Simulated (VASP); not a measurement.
Runs of VASP 6.6.1 on As. The structure is that of space group Pm-3m (No. 221), or close to it. The cells are those of the table. 

| cell | gap on the mesh (eV) | pressure (GPa) |
| --- | --- | --- |
| a = 2.906, b = 2.906, c = 2.704 Å, 1 atom | none | -6.3 |
| a = 2.501, b = 2.501, c = 2.704 Å, 1 atom | none | (a) |
| a = 2.636, b = 2.636, c = 2.704 Å, 1 atom | none | 8.0 |
| a = 2.771, b = 2.771, c = 2.704 Å, 1 atom | none | -1.2 |
| a = 2.839, b = 2.839, c = 2.704 Å, 1 atom | none | -4.2 |
| a = 2.940, b = 2.940, c = 2.704 Å, 1 atom | none | (b) |

Alike in all rows: task single point; level PBE; potentials or basis VASP PAW PBE potentials, release 64 (As); no spin polarisation; k mesh 18 × 18 × 18; cutoff (eV) 520; smearing gaussian 0.15 eV.

**Question.** Estimate the missing entries.

**Answer.** (a) 23.9; (b) -7.1.

A k mesh can miss the band edges, and the runs leave out spin-orbit coupling on As.

A gap of «none» marks levels without a gap at the run's occupations.
